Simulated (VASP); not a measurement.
# CoO (F-43m) in VASP: notebook

The runs below take CoO through relaxation of cell and atoms, single point, with PBE.

Program: VASP 6.6.1. These are calculated values, not measurements. Logs are shortened: lines on timing, memory, paths and dates and some standing lists are left out, and cuts for length are marked.

## Step 1: The cell of the first run

The structure is cubic, space group F-43m (No. 216). The conventional cell has a = 4.500 Å, b = 4.500 Å, c = 4.500 Å, α = 90.00°, β = 90.00°, γ = 90.00°. Co (site symmetry -43m) has 4 O at 1.95 Å within 2.6 Å. O (site symmetry -43m) has 4 Co at 1.95 Å within 2.6 Å.

## Step 2: Relaxation of cell and atoms, PBE

The input, INCAR:

```
SYSTEM = CoO
PREC = Accurate ; ENCUT = 600
EDIFF = 1E-6 ; ISMEAR = 0
SIGMA = 0.1 ; LREAL = .False.
LASPH = .True. ; NELM = 80
ALGO = Normal ; ISIF = 3
LWAVE = .False. ; LCHARG = .False.
GGA = PE ; IBRION = 2
NSW = 80 ; EDIFFG = -0.01
```

The input, KPOINTS:

```
regular mesh
0
Gamma
  16 16 16
  0 0 0
```

The input, POSCAR:

```
CoO
1.0
    0.0000000000      2.2499728228      2.2499728228
    2.2499728228      0.0000000000      2.2499728228
    2.2499728228      2.2499728228      0.0000000000
Co O
1 1
Direct
    0.0000000000      0.0000000000      0.0000000000
    0.2500000000      0.2500000000      0.2500000000
```

Potentials or basis: VASP PAW PBE potentials, release 64 (Co, O).

Started as:

```console
$ cat potpaw_PBE.64/Co/POTCAR potpaw_PBE.64/O/POTCAR > POTCAR
$ mpirun -np 1 vasp_std > vasp.out
```

OUTCAR:

```text
SYSTEM = CoO
   PREC = Accurate
   ENCUT = 600
   EDIFF = 1E-6
   ISMEAR = 0
   LREAL = .False.
   LASPH = .True.
   NELM = 80
   ISIF = 3
   GGA = PE
   IBRION = 2
   NSW = 80
   EDIFFG = -0.01

 ion  position               nearest neighbor table
   1  0.000  0.000  0.000-   2 1.95   2 1.95   2 1.95   2 1.95
   2  0.250  0.250  0.250-   1 1.95   1 1.95   1 1.95   1 1.95

  LATTYP: Found a face centered cubic cell.
 ALAT       =     4.4999456456

  Lattice vectors:

 A1 = (   0.0000000000,   2.2499728228,   2.2499728228)
 A2 = (   2.2499728228,   0.0000000000,   2.2499728228)
 A3 = (   2.2499728228,   2.2499728228,   0.0000000000)

Analysis of symmetry for initial positions (statically):
=====================================================================
 Subroutine PRICEL returns:
 Original cell was already a primitive cell.

 Routine SETGRP: Setting up the symmetry group for a
 face centered cubic supercell.

 Subroutine GETGRP returns: Found 24 space group operations
 (whereof 24 operations were pure point group operations)
 out of a pool of 48 trial point group operations.

The static configuration has the point symmetry T_d .

Analysis of symmetry for dynamics (positions and initial velocities):
=====================================================================
 Subroutine PRICEL returns:
 Original cell was already a primitive cell.

 Routine SETGRP: Setting up the symmetry group for a
 face centered cubic supercell.

 Subroutine GETGRP returns: Found 24 space group operations
 (whereof 24 operations were pure point group operations)
 out of a pool of 48 trial point group operations.

The dynamic configuration has the point symmetry T_d .

 Subroutine INISYM returns: Found 24 space group operations
 (whereof 24 operations are pure point group operations),
 and found     1 'primitive' translations

----------------------------------------------------------------------------------------

                                     Primitive cell

  volume of cell :      22.7804

  direct lattice vectors                    reciprocal lattice vectors
     0.000000000  2.249972823  2.249972823    -0.222224906  0.222224906  0.222224906
     2.249972823  0.000000000  2.249972823     0.222224906 -0.222224906  0.222224906
     2.249972823  2.249972823  0.000000000     0.222224906  0.222224906 -0.222224906
[... 96 lines left out ...]
   NUPDOWN=      -1.0000    fix difference up-down
   EMIN   =  10.00;   EMAX   =-10.00  energy-range for DOS
   EFERMI =   0.00;   METHOD = LEGACY
   ISMEAR =     0;   SIGMA  =   0.10  broadening in eV -4-tet -1-fermi 0-gaus
   EFERMI_NEDOS =   21; number of points for ismear=-14 and -15
   IALGO  =     38    algorithm
   IMIX   =      4    mixing-type and parameters
     AMIX     =   0.40;   BMIX     =  1.00
     AMIX_MAG =   1.60;   BMIX_MAG =  1.00
  volume/ion in A,a.u.               =      11.39        76.86
  Fermi-wavevector in a.u.,A,eV,Ry     =   1.424245  2.691432 27.599055  2.028473
  Thomas-Fermi vector in A             =   2.544756
   LORBIT       =      0    0 simple, 1 ext, 2 COOP (PROOUT), +10 PAW based schemes
   GGA     = PE    functional components
   LHFCALC =     F    Hartree Fock is set to
   AEXX    =    0.0000 exact exchange contribution
   IVDW    =     0    specifies the selected vdW correction
   LEPSILON=     F    determine dielectric tensor
   LRPA    =     F    only Hartree local field effects (RPA)
 conjugate gradient relaxation of ions
 non-spin polarized calculation
 Gauss-broadening in eV      SIGMA  =   0.10
  energy-cutoff  :      600.00
  volume of cell :       22.78
 maximum number of plane-waves:       778
 NGX is ok and might be reduce to    28
   NGX = 13   NGY = 13   NGZ = 13

--------------------------------------- Ionic step        1  -------------------------------------------

 number of electron      14.9999999 magnetization

 Free energy of the ion-electron system (eV)
  ---------------------------------------------------
  ext. energy  EPLUGINS =         0.00000000
  ---------------------------------------------------
  free energy    TOTEN  =       -13.00778037 eV

  energy without entropy =      -12.99212167  energy(sigma->0) =      -12.99995102

------------------------ aborting loop because EDIFF is reached ----------------------------------------

  FORCE on cell =-STRESS in cart. coord.  units (eV):
  Direction    XX          YY          ZZ          XY          YZ          ZX
  --------------------------------------------------------------------------------------
  -------------------------------------------------------------------------------------
  Total       -2.0045977     -2.0045977     -2.0045977     -0.0000000      0.0000000     -0.0000000
  in kB     -140.9860042   -140.9860042   -140.9860042     -0.0000000      0.0000000     -0.0000000
  external PRESSURE =    -140.9860042 kB  Pullay stress =       0.0000000 kB
[... 59 lines left out ...]
--------------------------------------- Ionic step        3  -------------------------------------------

 number of electron      15.0000002 magnetization

 Free energy of the ion-electron system (eV)
  ---------------------------------------------------
  ext. energy  EPLUGINS =         0.00000000
  ---------------------------------------------------
  free energy    TOTEN  =       -13.10656091 eV

  energy without entropy =      -13.09250377  energy(sigma->0) =      -13.09953234

 E-fermi :   7.4030     XC(G=0): -11.7963

 val. band max:        7.4021108186   @ k =  -0.1875   0.2500   0.0625
 cond. band min:       7.4076150037   @ k =   0.5000   0.3750   0.0625
 fundamental gap:      0.0055041851
 Fermi energy:         7.4029947848

 k-point     1 :       0.0000    0.0000    0.0000
  band No.  band energies     occupation
      1     -13.7450      2.00000
      2       0.7899      2.00000
      3       0.7899      2.00000
      4       0.7899      2.00000
      5       5.9034      2.00000
      6       5.9034      2.00000
      7       7.6866      0.00006
      8       8.7890      0.00000
      9       8.7890      0.00000
     10       8.7890      0.00000
     11      22.3831      0.00000
[... 309 lines left out ...]
 k-point    24 :      -0.0625    0.0625    0.0000
  band No.  band energies     occupation
      1     -13.6739      2.00000
      2       0.5873      2.00000
      3       0.8238      2.00000
      4       0.8270      2.00000
      5       5.8493      2.00000
      6       5.9068      2.00000
      7       7.9982      0.00000
      8       8.6328      0.00000
      9       8.7620      0.00000
     10       8.7927      0.00000
     11      21.4360      0.00000

 [... further k-points ...]
[... 5 lines left out ...]
  --------------------------------------------------------------------------------------
  -------------------------------------------------------------------------------------
  Total       -0.0061908     -0.0061908     -0.0061908      0.0000000      0.0000000     -0.0000000
  in kB       -0.4780807     -0.4780807     -0.4780807      0.0000000      0.0000000     -0.0000000
  external PRESSURE =      -0.4780807 kB  Pullay stress =       0.0000000 kB
[... 17 lines left out ...]
  FREE ENERGIE OF THE ION-ELECTRON SYSTEM (eV)
  ---------------------------------------------------
  free  energy   TOTEN  =       -13.1065609074 eV

  energy  without entropy=      -13.0925037675  energy(sigma->0) =      -13.09953234

 reached required accuracy - stopping structural energy minimisation
```

OSZICAR:

```text
N       E                     dE             d eps       ncg     rms          rms(c)
DAV:   1     0.994947435567E+02    0.99495E+02   -0.78484E+03  3190   0.167E+03
[... 28 lines left out ...]
DAV:   1    -0.134818116237E+02   -0.41429E+00   -0.69137E+00  3277   0.478E+01    0.436E+00
DAV:   2    -0.131747354385E+02    0.30708E+00   -0.15297E+00  3622   0.266E+01    0.232E+00
DAV:   3    -0.131397818831E+02    0.34954E-01   -0.48705E-01  4435   0.146E+01    0.161E+00
DAV:   4    -0.131107273512E+02    0.29055E-01   -0.77478E-02  4606   0.605E+00    0.651E-01
DAV:   5    -0.131066917601E+02    0.40356E-02   -0.63361E-03  4685   0.114E+00    0.103E-01
DAV:   6    -0.131065528095E+02    0.13895E-03   -0.46369E-04  3809   0.312E-01    0.330E-02
DAV:   7    -0.131065612594E+02   -0.84499E-05   -0.23891E-05  3664   0.746E-02    0.636E-03
DAV:   8    -0.131065609074E+02    0.35200E-06   -0.76405E-07  2342   0.179E-02
   3 F= -.13106561E+02 E0= -.13099532E+02  d E =-.987805E-01
```

It took 54 s on 1 thread of Intel Xeon 6975P-C (Granite Rapids), shared host; peak memory 0.2 GiB.

What came out:

```
Free energy                            : -13.1066 eV
Relaxed volume                         : 10.37 Å³/atom
Relaxed cell                           : a = 3.084 Å, b = 3.084 Å, c = 3.084 Å, α = 60.00°, β = 60.00°, γ = 60.00°
Space group after relaxing (to 0.05 Å) : F-43m (No. 216)
Energy gained by relaxing              : 49.4 meV/atom
Ionic steps                            : 3
Pressure after relaxing                : 0.0 GPa
```

Step by step:
| step | energy change (eV) | largest force (eV/Å) | pressure (GPa) | volume (Å³) |
| --- | --- | --- | --- | --- |
| 1 | 0.0000 | 0.0000 | -14.10 | 22.78 |
| 2 | -0.0597 | 0.0000 | 11.89 | 19.63 |
| 3 | -0.0988 | 0.0000 | -0.05 | 20.75 |

Final structure:
```
CELL_PARAMETERS angstrom
0.00000 2.18093 2.18093
2.18093 0.00000 2.18093
2.18093 2.18093 0.00000
ATOMIC_POSITIONS crystal
Co 0.00000 0.00000 0.00000
O 0.25000 0.25000 0.25000
```

Levels at points of the mesh, in eV from the Fermi level:
| k point | band 5 | band 6 | band 7 | band 8 | band 9 | band 10 |
| --- | --- | --- | --- | --- | --- | --- |
| (0.00, 0.00, 0.00) | -1.50 | -1.50 | 0.28 | 1.39 | 1.39 | 1.39 |
| (0.50, 0.00, 0.00) | -1.31 | -1.31 | -1.29 | 0.43 | 0.43 | 6.14 |
| (0.50, 0.50, 0.00) | -2.30 | -1.08 | -0.89 | -0.54 | -0.54 | 5.84 |

Caveat: an odd number of electrons without spin polarisation forces a metal; a magnetic or distorted state may lie lower; the run has no spin polarisation, though such a crystal can be magnetic; semilocal functionals often make such compounds metallic where correlation or magnetic order opens a gap, which also shifts bond lengths. With open d or f shells a metallic result of PBE can be an artefact of self-interaction; +U or a hybrid may open a gap.

(Continued in part 2 of 2.)
